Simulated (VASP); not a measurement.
# Ti (Fm-3m) in VASP: a series of runs, part 2 of 2

VASP 6.6.1. Earlier steps stand in the parts before.

## (5) Single point, LDA, collinear spin (14.09 Å³/atom)

INCAR

```
SYSTEM = Ti
PREC = Accurate ; ENCUT = 520
EDIFF = 1E-7 ; ISMEAR = 0
SIGMA = 0.15 ; LREAL = .False.
LASPH = .True. ; NELM = 150
ALGO = Fast ; ISIF = 2
LWAVE = .False. ; LCHARG = .True.
ISPIN = 2 ; MAGMOM = 0.625
LORBIT = 11 ; NUPDOWN = 0.625
LMAXMIX = 4 ; LELF = .True.
LVHAR = .True. ; NBANDS = 16
```

KPOINTS

```
Automatic mesh
0
Gamma
  22 22 22
  0 0 0
```

POSCAR

```
Ti
1.0
    0.0000000000      1.9170669191      1.9170669191
    1.9170669191      0.0000000000      1.9170669191
    1.9170669191      1.9170669191      0.0000000000
Ti
1
Direct
    0.0000000000      0.0000000000      0.0000000000
```

Potentials or basis: VASP PAW LDA potentials, release 64 (Ti_sv).

Launch:

```
cat potpaw_LDA.64/Ti_sv/POTCAR > POTCAR
mpirun -np 1 vasp_std > vasp.out
```

OUTCAR:

```text
SYSTEM = Ti
   PREC = Accurate
   ENCUT = 520
   EDIFF = 1E-7
   ISMEAR = 0
   LREAL = .False.
   LASPH = .True.
   NELM = 150
   ISIF = 2
   ISPIN = 2
   LORBIT = 11
   NUPDOWN = 0.625

 ion  position               nearest neighbor table
   1  0.000  0.000  0.000-

  LATTYP: Found a face centered cubic cell.
 ALAT       =     3.8341338382

  Lattice vectors:

 A1 = (   0.0000000000,   1.9170669191,   1.9170669191)
 A2 = (   1.9170669191,   0.0000000000,   1.9170669191)
 A3 = (   1.9170669191,   1.9170669191,   0.0000000000)

Analysis of symmetry for initial positions (statically):
=====================================================================
 Subroutine PRICEL returns:
 Original cell was already a primitive cell.

 Routine SETGRP: Setting up the symmetry group for a
 face centered cubic supercell.

 Subroutine GETGRP returns: Found 48 space group operations
 (whereof 48 operations were pure point group operations)
 out of a pool of 48 trial point group operations.

The static configuration has the point symmetry O_h .

Analysis of symmetry for dynamics (positions and initial velocities):
=====================================================================
 Subroutine PRICEL returns:
 Original cell was already a primitive cell.

 Routine SETGRP: Setting up the symmetry group for a
 face centered cubic supercell.

 Subroutine GETGRP returns: Found 48 space group operations
 (whereof 48 operations were pure point group operations)
 out of a pool of 48 trial point group operations.

The dynamic configuration has the point symmetry O_h .

Analysis of structural, dynamic, and magnetic symmetry:
=====================================================================
 Subroutine PRICEL returns:
 Original cell was already a primitive cell.

 Routine SETGRP: Setting up the symmetry group for a
 face centered cubic supercell.

 Subroutine GETGRP returns: Found 48 space group operations
 (whereof 48 operations were pure point group operations)
 out of a pool of 48 trial point group operations.

The overall configuration has the point symmetry O_h .

 Subroutine INISYM returns: Found 48 space group operations
 (whereof 48 operations are pure point group operations),
 and found     1 'primitive' translations

----------------------------------------------------------------------------------------

                                     Primitive cell

  volume of cell :      14.0910

  direct lattice vectors                    reciprocal lattice vectors
     0.000000000  1.917066919  1.917066919    -0.260815100  0.260815100  0.260815100
     1.917066919  0.000000000  1.917066919     0.260815100 -0.260815100  0.260815100
     1.917066919  1.917066919  0.000000000     0.260815100  0.260815100 -0.260815100

  length of vectors
     2.711142037  2.711142037  2.711142037     0.451745004  0.451745004  0.451745004

  position of ions in fractional coordinates (direct lattice)
     0.000000000  0.000000000  0.000000000

  ion indices of the primitive-cell ions
   primitive index   ion index
                 1           1

----------------------------------------------------------------------------------------

 KPOINTS: Automatic mesh
[... 54 lines left out ...]
   dimension x,y,z NGXF=    40 NGYF=   40 NGZF=   40
   ions per type =               1
   NGX,Y,Z   is equivalent  to a cutoff of  12.26, 12.26, 12.26 a.u.
   NGXF,Y,Z  is equivalent  to a cutoff of  24.53, 24.53, 24.53 a.u.
 SYSTEM =  Ti
   PREC   = accura    normal or accurate (medium, high low for compatibility)
   ISTART =      0    job   : 0-new  1-cont  2-samecut
   ICHARG =      2    charge: 1-file 2-atom 10-const
   ISPIN  =      2    spin polarized calculation?
   LNONCOLLINEAR =      F non collinear calculations
   LSORBIT =      F    spin-orbit coupling
   LASPH  =      T    aspherical Exc in radial PAW
   ENCUT  =  520.0 eV  38.22 Ry    6.18 a.u.   5.04  5.04  5.04*2*pi/ulx,y,z
   NELM   =    150;   NELMIN=  2; NELMDL= -5     # of ELM steps
   EDIFF  = 0.1E-06   stopping-criterion for ELM
   LREAL  =      F    real-space projection
   EDIFFG = 0.1E-05   stopping-criterion for IOM
   NSW    =      0    number of steps for IOM
   IBRION =     -1    ionic relax: 0-MD 1-quasi-New 2-CG
   NFREE  =      0    steps in history (QN), initial steepest desc. (CG)
   ISIF   =      2    stress and relaxation
   ISYM   =      2    0-nonsym 1-usesym 2-fastsym
   POTIM  = 0.5000    time-step for ionic-motion
   TEBEG  =    0.0;   TEEND  =   0.0 temperature during run
   PSTRESS=    0.0 pullay stress
   NELECT =      12.0000    total number of electrons
   NUPDOWN=       0.6250    fix difference up-down
   EMIN   =  10.00;   EMAX   =-10.00  energy-range for DOS
   EFERMI =   0.00;   METHOD = LEGACY
   ISMEAR =     0;   SIGMA  =   0.15  broadening in eV -4-tet -1-fermi 0-gaus
   EFERMI_NEDOS =   21; number of points for ismear=-14 and -15
   IALGO  =     68    algorithm
   IMIX   =      4    mixing-type and parameters
     AMIX     =   0.40;   BMIX     =  1.00
     AMIX_MAG =   1.60;   BMIX_MAG =  1.00
  volume/ion in A,a.u.               =      14.09        95.09
  Fermi-wavevector in a.u.,A,eV,Ry     =   1.551748  2.932379 32.761783  2.407923
  Thomas-Fermi vector in A             =   2.656223
   LORBIT       =     11    0 simple, 1 ext, 2 COOP (PROOUT), +10 PAW based schemes
   GGA     = CA    functional components
   LHFCALC =     F    Hartree Fock is set to
   AEXX    =    0.0000 exact exchange contribution
   IVDW    =     0    specifies the selected vdW correction
   LEPSILON=     F    determine dielectric tensor
   LRPA    =     F    only Hartree local field effects (RPA)
 spin polarized calculation
 RMM-DIIS sequential band-by-band and
 Gauss-broadening in eV      SIGMA  =   0.15
  energy-cutoff  :      520.00
  volume of cell :       14.09
 maximum number of plane-waves:       392
   NGX =  9   NGY =  9   NGZ =  9

 number of electron      11.9999994 magnetization       0.6250000

 Free energy of the ion-electron system (eV)
  ---------------------------------------------------
  ext. energy  EPLUGINS =         0.00000000
  ---------------------------------------------------
  free energy    TOTEN  =        -8.32166486 eV

  energy without entropy =       -8.30683578  energy(sigma->0) =       -8.31425032

 E-fermi :  10.1248     XC(G=0): -12.8133

 val. band max:       10.6549080542   @ k =  -0.4091   0.2273   0.0000
 cond. band min:      10.1382322626   @ k =  -0.2273   0.2273   0.0000
 fundamental gap:     -0.5166757917
 Fermi energy:        10.6598207067

 spin component 1

 k-point     1 :       0.0000    0.0000    0.0000
  band No.  band energies     occupation
      1     -45.5105      1.00000
      2     -21.3792      1.00000
      3     -21.3792      1.00000
      4     -21.3792      1.00000
      5       3.7818      1.00000
      6      11.1457      0.00000
[... 435 lines left out ...]
      5       7.1507      1.00000
      6      10.8568      0.03161
[... 8 lines left out ...]
     15      36.2798      0.00000
     16      36.3842      0.00000

 [... further k-points ...]

 spin component 2

 k-point     1 :       0.0000    0.0000    0.0000
  band No.  band energies     occupation
      1     -45.1394      1.00000
      2     -21.0098      1.00000
      3     -21.0098      1.00000
      4     -21.0098      1.00000
      5       4.1992      1.00000
      6      11.5649      0.00000
[... 435 lines left out ...]
      5       7.5895      1.00000
      6      11.2269      0.00000
[... 8 lines left out ...]
     15      36.6657      0.00000
     16      36.7723      0.00000

 [... further k-points ...]

------------------------ aborting loop because EDIFF is reached ----------------------------------------

  FORCE on cell =-STRESS in cart. coord.  units (eV):
  Direction    XX          YY          ZZ          XY          YZ          ZX
  --------------------------------------------------------------------------------------
  -------------------------------------------------------------------------------------
  Total        1.8616803      1.8616803      1.8616803     -0.0000000      0.0000000     -0.0000000
  in kB      211.6770914    211.6770914    211.6770914     -0.0000000      0.0000000     -0.0000000
  external PRESSURE =     211.6770914 kB  Pullay stress =       0.0000000 kB

 VOLUME and BASIS-vectors are now :
 -----------------------------------------------------------------------------
  energy-cutoff  :      520.00
  volume of cell :       14.09
      direct lattice vectors                 reciprocal lattice vectors
     0.000000000  1.917066919  1.917066919    -0.260815100  0.260815100  0.260815100
     1.917066919  0.000000000  1.917066919     0.260815100 -0.260815100  0.260815100
     1.917066919  1.917066919  0.000000000     0.260815100  0.260815100 -0.260815100

 POSITION                                       TOTAL-FORCE (eV/Angst)
 -----------------------------------------------------------------------------------
      0.00000      0.00000      0.00000         0.000000      0.000000      0.000000
 -----------------------------------------------------------------------------------
    total drift:                               -0.000000     -0.000000     -0.000000

  FREE ENERGIE OF THE ION-ELECTRON SYSTEM (eV)
  ---------------------------------------------------
  free  energy   TOTEN  =        -8.3216648605 eV

  energy  without entropy=       -8.3068357837  energy(sigma->0) =       -8.31425032

 total charge

# of ion       s       p       d       tot
------------------------------------------
    1        2.297   6.153   2.129  10.579

 magnetization (x)

# of ion       s       p       d       tot
------------------------------------------
    1        0.007   0.053   0.406   0.467
```

OSZICAR:

```text
N       E                     dE             d eps       ncg     rms          rms(c)
DAV:   1     0.858183506398E+02    0.85818E+02   -0.56839E+03 21368   0.893E+02
DAV:   2    -0.536969364206E+01   -0.91188E+02   -0.86870E+02 23568   0.249E+02
DAV:   3    -0.890346643572E+01   -0.35338E+01   -0.35165E+01 23720   0.498E+01
DAV:   4    -0.896483267306E+01   -0.61366E-01   -0.61350E-01 25360   0.597E+00
DAV:   5    -0.896594202005E+01   -0.11093E-02   -0.11093E-02 24304   0.679E-01    0.103E+01
RMM:   6    -0.829512775858E+01    0.67081E+00   -0.52143E-01 27261   0.691E+00    0.325E+00
RMM:   7    -0.829595691000E+01   -0.82915E-03   -0.14478E-01 28669   0.283E+00    0.145E+00
RMM:   8    -0.831038583220E+01   -0.14429E-01   -0.49846E-02 31249   0.149E+00    0.103E+00
RMM:   9    -0.832134451111E+01   -0.10959E-01   -0.50116E-02 31509   0.174E+00    0.370E-01
RMM:  10    -0.832169706083E+01   -0.35255E-03   -0.50563E-03 32145   0.464E-01    0.123E-01
RMM:  11    -0.832163296375E+01    0.64097E-04   -0.13754E-03 31742   0.273E-01    0.346E-02
RMM:  12    -0.832165014641E+01   -0.17183E-04   -0.40220E-04 31864   0.125E-01    0.120E-02
RMM:  13    -0.832166075555E+01   -0.10609E-04   -0.11460E-04 32009   0.549E-02    0.605E-03
RMM:  14    -0.832166339214E+01   -0.26366E-05   -0.28594E-05 31305   0.280E-02    0.208E-03
RMM:  15    -0.832166441466E+01   -0.10225E-05   -0.86848E-06 27761   0.110E-02    0.930E-04
RMM:  16    -0.832166471429E+01   -0.29963E-06   -0.26560E-06 23711   0.460E-03    0.163E-03
RMM:  17    -0.832166482041E+01   -0.10612E-06   -0.10087E-06 22115   0.327E-03    0.507E-04
RMM:  18    -0.832166486053E+01   -0.40119E-07   -0.35686E-07 20346   0.193E-03
   1 F= -.83216649E+01 E0= -.83142503E+01  d E =-.148291E-01  mag=     0.6250
```

Wall time 1.7 min (1 thread of AMD EPYC 9R45 (Zen 5), shared host); peak memory 0.18 GiB.

What came out:

* Free energy: -8.3217 eV
* Pressure: 21.2 GPa
* Net moment: 0.62 μB per cell
* Site moments: Ti +0.47 μB
* Valence electrons inside the program's atomic spheres: Ti 10.58

Caveat: the cell stands under pressure; the total moment is fixed, so each spin has its own Fermi level and the state may be an excited one.

## (6) Single point, LDA, collinear spin (14.09 Å³/atom)

INCAR

```
PREC = Accurate ; ENCUT = 520
EDIFF = 1E-6 ; ISMEAR = 0
SIGMA = 0.15 ; LREAL = F
LASPH = T ; NELM = 150
ALGO = Normal ; ISIF = 2
LWAVE = F ; LCHARG = T
ISPIN = 2 ; MAGMOM = 0.875
LORBIT = 11 ; NUPDOWN = 0.875
LMAXMIX = 4 ; LELF = T
LVHAR = T ; NBANDS = 16
```

KPOINTS

```
regular mesh
0
Gamma
  22 22 22
```

POSCAR is that of step 5.

Potentials or basis: VASP PAW LDA potentials, release 64 (Ti_sv).

Launch:

```
cat potpaw_LDA.64/Ti_sv/POTCAR > POTCAR
mpirun -np 1 vasp_std > vasp.out
```

Run time: 65 s. Hardware: 1 thread of AMD EPYC 9R45 (Zen 5), shared host; peak memory 0.18 GiB.

The run converged. Its results:

| Quantity | Value |
| --- | --- |
| Free energy | -8.2392 eV |
| Pressure | 23.3 GPa |
| Net moment | 0.87 μB per cell |
| Site moments | Ti +0.65 μB |
| Valence electrons inside the program's atomic spheres | Ti 10.58 |

Caveat: the cell stands under pressure; the total moment is fixed, so each spin has its own Fermi level and the state may be an excited one.

## (7) Overview

```csv
fixed moment (μB),pressure (GPa),moment (μB)
0.75,22.2,0.75
1.0,24.5,1.00
0.125,19.1,0.12
0.625,21.2,0.62
0.875,23.3,0.87
```

Alike in all rows: task single point; level LDA; potentials or basis VASP PAW LDA potentials, release 64 (Ti_sv); spin collinear; cell as given; k mesh 22 × 22 × 22; cutoff (eV) 520; smearing gaussian 0.15 eV.

Caveats: the cell stands under pressure; the total moment is fixed, so each spin has its own Fermi level and the state may be an excited one.

Total energies depend on the potentials used, so only differences within one code and one set of settings carry meaning.
